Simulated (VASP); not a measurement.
# HfTe2W2 (P-3m1) in VASP: further runs

Runs on HfTe2W2. Level: PBE. Tasks: single point.

All numbers are computed with VASP 6.6.1; they aren't measurements. Logs are shortened: lines on timing, memory, paths and dates and some standing lists are left out, and cuts for length are marked.

**1. The cell of the first run**

The structure is trigonal, space group P-3m1 (No. 164). Conventional cell: a = 4.548 Å, b = 4.548 Å, c = 6.450 Å, α = 90.00°, β = 90.00°, γ = 120.00°. Within 3.6 Å of Hf (site symmetry -3m) lie 6 W at 2.76 Å and 6 Te at 3.32 Å. Te (site symmetry 3m) has 5 W at 2.88 to 3.57 Å and 3 Hf at 3.32 Å and 3 Te at 3.55 Å within 3.8 Å. Within 3.6 Å of W (site symmetry 3m) lie 3 Hf at 2.76 Å and 5 Te at 2.88 to 3.57 Å and 3 W at 3.13 Å.

The cell was generated, and may not be a known phase.

**2. Single point, PBE**

Input file INCAR:

```
  PREC = Accurate
  ENCUT = 520
  EDIFF = 1E-6
  ISMEAR = 0
  SIGMA = 0.1
  LREAL = F
  LASPH = T
  NELM = 60
  ALGO = Normal
  ISIF = 2
  LWAVE = F
  LCHARG = T
  GGA = PE
  LELF = T
  LVHAR = T
  NBANDS = 33
```

Input file KPOINTS:

```
regular mesh
0
Gamma
  6 6 2
```

Input file POSCAR:

```
HfTe2W2
1.0
    4.5484733452      0.0000000029      0.0000000000
   -2.2742366751      3.9390934639      0.0000000000
    0.0000000000      0.0000000000      6.4496677298
Hf Te W
1 2 2
Direct
    0.0000000000      0.0000000000      0.0000000000
    0.6666666667      0.3333333333      0.3150318047
    0.3333333333      0.6666666667      0.6849681953
    0.6666666667      0.3333333333      0.8678123424
    0.3333333333      0.6666666667      0.1321876576
```

Potentials or basis: VASP PAW PBE potentials, release 64 (Hf_pv, Te, W_sv).

Run with:

```bash
> cat potpaw_PBE.64/Hf_pv/POTCAR potpaw_PBE.64/Te/POTCAR potpaw_PBE.64/W_sv/POTCAR > POTCAR
> mpirun -np 1 vasp_std > vasp.out
```

OUTCAR:

```text
PREC = Accurate
   ENCUT = 520
   EDIFF = 1E-6
   ISMEAR = 0
   LREAL = F
   LASPH = T
   NELM = 60
   ISIF = 2
   GGA = PE

 ion  position               nearest neighbor table
   1  0.000  0.000  0.000-   4 2.76   5 2.76   5 2.76   4 2.76   4 2.76   5 2.76   2 3.32   3 3.32
                             3 3.32   2 3.32   3 3.32   2 3.32
   2  0.667  0.333  0.315-   5 2.88   5 2.88   5 2.88   4 2.88   1 3.32   1 3.32   1 3.32   3 3.55
                             3 3.55   3 3.55   4 3.57
   3  0.333  0.667  0.685-   4 2.88   4 2.88   4 2.88   5 2.88   1 3.32   1 3.32   1 3.32   2 3.55
                             2 3.55   2 3.55   5 3.57
   4  0.667  0.333  0.868-   1 2.76   1 2.76   1 2.76   3 2.88   3 2.88   3 2.88   2 2.88   5 3.13
                             5 3.13   5 3.13   2 3.57
   5  0.333  0.667  0.132-   1 2.76   1 2.76   1 2.76   2 2.88   2 2.88   2 2.88   3 2.88   4 3.13
                             4 3.13   4 3.13   3 3.57

  LATTYP: Found a hexagonal cell.
 ALAT       =     4.5484733452
 C/A-ratio  =     1.4179851656

  Lattice vectors:

 A1 = (   4.5484733452,   0.0000000029,   0.0000000000)
 A2 = (  -2.2742366751,   3.9390934639,   0.0000000000)
 A3 = (   0.0000000000,   0.0000000000,   6.4496677298)

Analysis of symmetry for initial positions (statically):
=====================================================================
 Subroutine PRICEL returns:
 Original cell was already a primitive cell.

 Routine SETGRP: Setting up the symmetry group for a
 hexagonal supercell.

 Subroutine GETGRP returns: Found 12 space group operations
 (whereof 12 operations were pure point group operations)
 out of a pool of 24 trial point group operations.

The static configuration has the point symmetry D_3d.

Analysis of symmetry for dynamics (positions and initial velocities):
=====================================================================
 Subroutine PRICEL returns:
 Original cell was already a primitive cell.

 Routine SETGRP: Setting up the symmetry group for a
 hexagonal supercell.

 Subroutine GETGRP returns: Found 12 space group operations
 (whereof 12 operations were pure point group operations)
 out of a pool of 24 trial point group operations.

The dynamic configuration has the point symmetry D_3d.

 Subroutine INISYM returns: Found 12 space group operations
 (whereof 12 operations are pure point group operations),
 and found     1 'primitive' translations

----------------------------------------------------------------------------------------

                                     Primitive cell

  volume of cell :     115.5578

  direct lattice vectors                    reciprocal lattice vectors
     4.548473345  0.000000003  0.000000000     0.219853987  0.126932759  0.000000000
    -2.274236675  3.939093464  0.000000000    -0.000000000  0.253865517  0.000000000
     0.000000000  0.000000000  6.449667730     0.000000000  0.000000000  0.155046747

  length of vectors
     4.548473345  4.548473345  6.449667730     0.253865517  0.253865517  0.155046747

  position of ions in fractional coordinates (direct lattice)
     0.000000000  0.000000000  0.000000000
     0.666666667  0.333333333  0.315031805
     0.333333333  0.666666667  0.684968195
     0.666666667  0.333333333  0.867812342
     0.333333333  0.666666667  0.132187658

  ion indices of the primitive-cell ions
   primitive index   ion index
                 1           1
                 2           2
                 3           3
                 4           4
                 5           5

----------------------------------------------------------------------------------------

 KPOINTS: regular mesh

Automatic generation of k-mesh.
 Grid dimensions read from file:
 generate k-points for:    6    6    2

 Generating k-lattice:

  Cartesian coordinates                     Fractional coordinates (reciprocal lattice)
     0.036642331  0.021155460  0.000000000     0.166666667  0.000000000  0.000000000
    -0.000000000  0.042310920  0.000000000     0.000000000  0.166666667  0.000000000
     0.000000000  0.000000000  0.077523373     0.000000000  0.000000000  0.500000000

  Length of vectors
     0.042310920  0.042310920  0.077523373

  Shift w.r.t. Gamma in fractional coordinates (k-lattice)
     0.000000000  0.000000000  0.000000000

 Subroutine IBZKPT returns following result:
 ===========================================

 Found     14 irreducible k-points:

 Following reciprocal coordinates:
            Coordinates               Weight
  0.000000  0.000000  0.000000      1.000000
  0.166667  0.000000  0.000000      6.000000
  0.333333  0.000000  0.000000      6.000000
  0.500000  0.000000  0.000000      3.000000
  0.166667  0.166667  0.000000      6.000000
  0.333333  0.166667  0.000000     12.000000
  0.333333  0.333333  0.000000      2.000000
  0.000000  0.000000  0.500000      1.000000
  0.166667  0.000000  0.500000      6.000000
  0.333333  0.000000  0.500000      6.000000
  0.500000  0.000000  0.500000      3.000000
  0.166667  0.166667  0.500000      6.000000
  0.333333  0.166667  0.500000     12.000000
  0.333333  0.333333  0.500000      2.000000
   k-points           NKPTS =     14   k-points in BZ     NKDIM =     14   number of bands    NBANDS=     33
   number of dos      NEDOS =    301   number of ions     NIONS =      5
   total plane-waves  NPLWV =  62208
   dimension x,y,z NGX =    36 NGY =   36 NGZ =   48
   dimension x,y,z NGXF=    72 NGYF=   72 NGZF=   96
   ions per type =               1   2   2
   NGX,Y,Z   is equivalent  to a cutoff of  13.16, 13.16, 12.37 a.u.
   NGXF,Y,Z  is equivalent  to a cutoff of  26.32, 26.32, 24.74 a.u.
 SYSTEM =  unknown system
   PREC   = accura    normal or accurate (medium, high low for compatibility)
   ISTART =      0    job   : 0-new  1-cont  2-samecut
   ICHARG =      2    charge: 1-file 2-atom 10-const
   ISPIN  =      1    spin polarized calculation?
   LNONCOLLINEAR =      F non collinear calculations
   LSORBIT =      F    spin-orbit coupling
   LASPH  =      T    aspherical Exc in radial PAW
   ENCUT  =  520.0 eV  38.22 Ry    6.18 a.u.   8.46  8.46 11.99*2*pi/ulx,y,z
   NELM   =     60;   NELMIN=  2; NELMDL= -5     # of ELM steps
   EDIFF  = 0.1E-05   stopping-criterion for ELM
   LREAL  =      F    real-space projection
   EDIFFG = 0.1E-04   stopping-criterion for IOM
   NSW    =      0    number of steps for IOM
   IBRION =     -1    ionic relax: 0-MD 1-quasi-New 2-CG
   NFREE  =      0    steps in history (QN), initial steepest desc. (CG)
   ISIF   =      2    stress and relaxation
   ISYM   =      2    0-nonsym 1-usesym 2-fastsym
   POTIM  = 0.5000    time-step for ionic-motion
   TEBEG  =    0.0;   TEEND  =   0.0 temperature during run
   PSTRESS=    0.0 pullay stress
   NELECT =      50.0000    total number of electrons
   NUPDOWN=      -1.0000    fix difference up-down
   EMIN   =  10.00;   EMAX   =-10.00  energy-range for DOS
   EFERMI =   0.00;   METHOD = LEGACY
   ISMEAR =     0;   SIGMA  =   0.10  broadening in eV -4-tet -1-fermi 0-gaus
   EFERMI_NEDOS =   21; number of points for ismear=-14 and -15
   IALGO  =     38    algorithm
   IMIX   =      4    mixing-type and parameters
     AMIX     =   0.40;   BMIX     =  1.00
     AMIX_MAG =   1.60;   BMIX_MAG =  1.00
  volume/ion in A,a.u.               =      23.11       155.96
  Fermi-wavevector in a.u.,A,eV,Ry     =   1.238222  2.339900 20.860356  1.533193
  Thomas-Fermi vector in A             =   2.372756
   LORBIT       =      0    0 simple, 1 ext, 2 COOP (PROOUT), +10 PAW based schemes
   GGA     = PE    functional components
   LHFCALC =     F    Hartree Fock is set to
   AEXX    =    0.0000 exact exchange contribution
   IVDW    =     0    specifies the selected vdW correction
   LEPSILON=     F    determine dielectric tensor
   LRPA    =     F    only Hartree local field effects (RPA)
 non-spin polarized calculation
 Gauss-broadening in eV      SIGMA  =   0.10
  energy-cutoff  :      520.00
  volume of cell :      115.56
 maximum number of plane-waves:      3144
 NGX is ok and might be reduce to    36
   NGX = 17   NGY = 17   NGZ = 23

 number of electron      50.0000001 magnetization

 Free energy of the ion-electron system (eV)
  ---------------------------------------------------
  ext. energy  EPLUGINS =         0.00000000
  ---------------------------------------------------
  free energy    TOTEN  =       -39.37544407 eV

  energy without entropy =      -39.34059864  energy(sigma->0) =      -39.35802135

 E-fermi :   7.9656     XC(G=0): -10.9628

 val. band max:        7.9083541982   @ k =   0.5000   0.0000   0.0000
 cond. band min:       7.9725668340   @ k =   0.5000   0.0000   0.5000
 fundamental gap:      0.0642126358
 Fermi energy:         7.9655619289

 k-point     1 :       0.0000    0.0000    0.0000
  band No.  band energies     occupation
      1     -65.8457      2.00000
      2     -65.8305      2.00000
      3     -30.1796      2.00000
      4     -30.1331      2.00000
      5     -30.1331      2.00000
      6     -30.0977      2.00000
[... 25 lines left out ...]
     32      11.2065      0.00000
     33      11.3071      0.00000

 k-point     2 :       0.1667    0.0000    0.0000
  band No.  band energies     occupation
      1     -65.8449      2.00000
      2     -65.8314      2.00000
      3     -30.1815      2.00000
      4     -30.1567      2.00000
      5     -30.1434      2.00000
      6     -30.0816      2.00000
[... 25 lines left out ...]
     32      10.8509      0.00000
     33      11.5657      0.00000
[... 394 lines left out ...]
     32      11.1843      0.00000
     33      11.3672      0.00000

 k-point    14 :       0.3333    0.3333    0.5000
  band No.  band energies     occupation
      1     -65.8382      2.00000
      2     -65.8382      2.00000
      3     -30.1967      2.00000
      4     -30.1967      2.00000
      5     -30.1509      2.00000
      6     -30.0397      2.00000
[... 25 lines left out ...]
     32      11.0483      0.00000
     33      11.5535      0.00000

------------------------ aborting loop because EDIFF is reached ----------------------------------------

  FORCE on cell =-STRESS in cart. coord.  units (eV):
  Direction    XX          YY          ZZ          XY          YZ          ZX
  --------------------------------------------------------------------------------------
  -------------------------------------------------------------------------------------
  Total       -0.0816009     -0.0816009     -0.0881662     -0.0000000      0.0000000      0.0000000
  in kB       -1.1313742     -1.1313742     -1.2223996     -0.0000000      0.0000000      0.0000000
  external PRESSURE =      -1.1617160 kB  Pullay stress =       0.0000000 kB

 VOLUME and BASIS-vectors are now :
 -----------------------------------------------------------------------------
  energy-cutoff  :      520.00
  volume of cell :      115.56
      direct lattice vectors                 reciprocal lattice vectors
     4.548473345  0.000000003  0.000000000     0.219853987  0.126932759  0.000000000
    -2.274236675  3.939093464  0.000000000    -0.000000000  0.253865517  0.000000000
     0.000000000  0.000000000  6.449667730     0.000000000  0.000000000  0.155046747

 POSITION                                       TOTAL-FORCE (eV/Angst)
 -----------------------------------------------------------------------------------
      0.00000      0.00000      0.00000         0.000000      0.000000      0.000000
      2.27424      1.31303      2.03185         0.000000     -0.000000     -0.028548
     -0.00000      2.62606      4.41782         0.000000      0.000000      0.028548
      2.27424      1.31303      5.59710        -0.000000     -0.000000      0.008056
     -0.00000      2.62606      0.85257        -0.000000      0.000000     -0.008056
 -----------------------------------------------------------------------------------
    total drift:                               -0.000000     -0.000000     -0.000000

  FREE ENERGIE OF THE ION-ELECTRON SYSTEM (eV)
  ---------------------------------------------------
  free  energy   TOTEN  =       -39.3754440657 eV

  energy  without entropy=      -39.3405986394  energy(sigma->0) =      -39.35802135
```

Wall time 30 s (1 thread of AMD EPYC 9R45 (Zen 5), shared host); peak memory 0.23 GiB.

What came out:

| Item | Value |
| --- | --- |
| Free energy | -39.3754 eV |
| Pressure | -0.1 GPa |
| Largest force | 0.029 eV/Å |
| Band gap on the k mesh | zero (bands 25 and 26 overlap by 0.25 eV) |

Forces in eV/Å, atoms in the order of the input:
```
Hf   0.000  0.000  0.000
Te   0.000  0.000 -0.029
Te   0.000  0.000  0.029
W    0.000  0.000  0.008
W    0.000  0.000 -0.008
```

Levels at points of the mesh, in eV from the Fermi level:
```
           k point  band 23  band 24  band 25  band 26  band 27  band 28
(0.00, 0.00, 0.00)    -0.42    -0.28    -0.28     0.35     0.53     0.53
(0.50, 0.00, 0.00)    -1.32    -0.68    -0.06     0.04     0.35     1.28
(0.00, 0.00, 0.50)     0.14     0.14     0.18     0.18     0.42     1.67
(0.50, 0.00, 0.50)    -1.47    -0.57     0.01     0.02     1.16     1.42
```

Caveat: the k points lie up to 0.49 Å⁻¹ apart; spin-orbit coupling is left out, which moves the levels of the heavy elements.

**3. Single point, PBE**

This run uses another cell than the first one, of 28.50 Å³/atom.

Input file INCAR:

```
SYSTEM = HfTe2W2
ALGO     = Normal         ! electronic algorithm
EDIFF    = 1E-6           ! SCF threshold, eV
ENCUT    = 520            ! plane-wave cutoff, eV
GGA      = PE             ! functional
ISIF     = 2              ! what is computed and relaxed
ISMEAR   = 0              ! smearing method
LASPH    = .TRUE.         ! aspherical terms in the spheres
LCHARG   = .TRUE.         ! write CHGCAR
LELF     = .TRUE.         ! ELF
LREAL    = .FALSE.        ! projectors in reciprocal space
LVHAR    = .TRUE.       
LWAVE    = .FALSE.        ! write WAVECAR
NBANDS   = 33             ! bands
NELM     = 80             ! most SCF steps
PREC     = Accurate       ! precision mode
SIGMA    = 0.1            ! smearing width, eV
```

Input file KPOINTS:

```
k-points
0
G
  6 6 2
  0 0 0
```

Input file POSCAR:

```
HfTe2W2
1.0
    4.5325568300      0.0000000000      0.0000000000
   -2.2662784200      3.9253093600      0.0000000000
    0.0000000000      0.0000000000      8.0089567600
Hf Te W
1 2 2
Direct
    0.0000000000      0.0000000000      0.0000000000
    0.6666666700      0.3333333300      0.3761193200
    0.3333333300      0.6666666700      0.6238806800
    0.6666666700      0.3333333300      0.7259517900
    0.3333333300      0.6666666700      0.2740482100
```

Potentials or basis: VASP PAW PBE potentials, release 64 (Hf_pv, Te, W_sv).

Run with:

```bash
> cat potpaw_PBE.64/Hf_pv/POTCAR potpaw_PBE.64/Te/POTCAR potpaw_PBE.64/W_sv/POTCAR > POTCAR
> mpirun -np 1 vasp_std > vasp.out
```

Run time: 38 s. Hardware: 1 thread of AMD EPYC 9R45 (Zen 5), shared host; peak memory 0.26 GiB.

It converged, with:

```yaml
Free_energy: -35.2538 eV
Pressure: -10.2 GPa
Largest_force: 1.276 eV/Å
Band_gap_on_the_k_mesh: zero (bands 25 and 26 overlap by 0.86 eV)
```

Forces in eV/Å, atoms in the order of the input:
```
Hf   0.000  0.000  0.000
Te   0.000  0.000 -1.276
Te   0.000  0.000  1.276
W    0.000  0.000  0.648
W    0.000  0.000 -0.648
```

Stress tensor (GPa, compression positive):
```
 -9.19   0.00   0.00
  0.00  -9.19   0.00
  0.00   0.00 -12.15
```

Levels at points of the mesh, in eV from the Fermi level:
| k point | band 21 | band 22 | band 23 | band 24 | band 25 | band 26 | band 27 | band 28 | band 29 | band 30 |
| --- | --- | --- | --- | --- | --- | --- | --- | --- | --- | --- |
| (0.00, 0.00, 0.00) | -0.84 | -0.84 | -0.08 | -0.08 | 0.34 | 0.34 | 0.46 | 0.93 | 1.89 | 1.89 |
| (0.50, 0.00, 0.00) | -1.12 | -1.05 | -0.54 | -0.23 | -0.13 | 0.45 | 0.46 | 0.53 | 0.56 | 0.61 |
| (0.00, 0.00, 0.50) | -0.75 | -0.75 | -0.36 | -0.36 | 0.22 | 0.58 | 1.38 | 1.38 | 1.54 | 1.54 |
| (0.50, 0.00, 0.50) | -0.88 | -0.73 | -0.52 | -0.41 | -0.12 | -0.08 | -0.03 | 0.47 | 0.90 | 1.53 |

Caveat: the k points lie up to 0.39 Å⁻¹ apart, too coarse for converged energies and pressures of a metal; spin-orbit coupling is left out, which moves the levels of the heavy elements; forces of over 1 eV/Å act on the atoms, so gaps and moduli don't describe the material at rest.

The gap in the log of VASP goes by the Fermi energy; the results here count the filled bands.